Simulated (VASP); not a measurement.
**Be3Se4: relaxation of cell and atoms with PBE**

Crystal: Be3Se4.

```
Be Se
1.0
    -2.46703    2.46703    5.56588
     2.46703   -2.46703    5.56588
     2.46703    2.46703   -5.56588
Be Se
3 4
Cartesian
  2.4670 0.0000 2.7829
  0.0000 2.4670 2.7829
  0.0000 0.0000 5.5659
  1.2117 -1.2117 7.0019
  -1.2117 1.2117 7.0019
  1.2554 1.2554 -1.4360
  1.2117 1.2117 4.1298
```

* Program: VASP 6.6.1
* Task: relaxation of cell and atoms
* Functional: PBE
* Potentials or basis: VASP PAW PBE potentials, release 64 (Be, Se)
* Cutoff: 600 eV
* k mesh: 10 × 10 × 10
* Occupations: gaussian, width 0.1 eV
* Spin: no spin polarisation
* Dipole correction: no
* Further INCAR settings: ALGO = Normal; EDIFF = 1e-06; IBRION = 2; EDIFFG = -0.01; NSW = 100; ISIF = 3

* Relaxed volume: 19.34 Å³/atom
* Relaxed cell: a = 6.585 Å, b = 6.585 Å, c = 6.585 Å, α = 136.12°, β = 136.12°, γ = 63.80°
* Space group after relaxing (to 0.1 Å): I-42m (No. 121)
* Energy gained by relaxing: 0.1 meV/atom
* Ionic steps: 7
* Pressure after relaxing: 0.0 GPa
* Largest force after relaxing: 0.008 eV/Å
* Band gap on the k mesh: zero (bands 15 and 16 overlap by 1.20 eV)

Forces on the atoms (eV/Å):
```
Be   0.000  0.000  0.000
Be   0.000  0.000  0.000
Be   0.000  0.000  0.000
Se   0.003 -0.003 -0.007
Se  -0.003  0.003 -0.007
Se  -0.003 -0.003  0.007
Se   0.003  0.003  0.007
```

Step by step:
| step | energy change (eV) | largest force (eV/Å) | pressure (GPa) | volume (Å³) |
| --- | --- | --- | --- | --- |
| 1 | 0.0000 | 0.0269 | 0.08 | 135.50 |
| 2 | -0.0003 | 0.0181 | -0.03 | 135.68 |
| 3 | -0.0003 | 0.0107 | -0.19 | 135.95 |
| 4 | -0.0004 | 0.0126 | -0.13 | 135.84 |
| 5 | -0.0006 | 0.0074 | -0.09 | 135.71 |
| 6 | -0.0008 | 0.0121 | -0.01 | 135.44 |
| 7 | -0.0008 | 0.0083 | -0.01 | 135.40 |

Final structure:
```
Be Se
1.0
    -2.46057    2.46057    5.59089
     2.46057   -2.46057    5.59089
     2.46057    2.46057   -5.59089
Be Se
3 4
Direct
  0.25000 0.75000 0.50000
  0.75000 0.25000 0.50000
  0.50000 0.50000 0.00000
  0.38260 0.87557 0.00000
  0.87557 0.38260 0.00000
  0.12443 0.12443 0.50703
  0.61740 0.61740 0.49297
```

Levels at points of the mesh, in eV from the Fermi level:
| k point | band 12 | band 13 | band 14 | band 15 | band 16 | band 17 | band 18 | band 19 |
| --- | --- | --- | --- | --- | --- | --- | --- | --- |
| (0.00, 0.00, 0.00) | -1.29 | -1.29 | 0.07 | 0.74 | 0.74 | 3.89 | 4.84 | 5.60 |
| (0.50, 0.00, 0.00) | -2.02 | -1.55 | -0.81 | -0.58 | -0.45 | 4.79 | 5.50 | 5.68 |
| (0.50, 0.50, 0.00) | -0.85 | -0.45 | -0.38 | 0.62 | 0.62 | 4.45 | 4.72 | 6.10 |
| (0.50, 0.50, 0.50) | -1.72 | -1.09 | -1.09 | 0.07 | 0.07 | 3.33 | 3.33 | 4.32 |

Run time: 14 min on 1 thread of Intel(R) Xeon(R) 6975P-C (Granite Rapids), with other jobs on the host, peak memory 0.6 GiB.
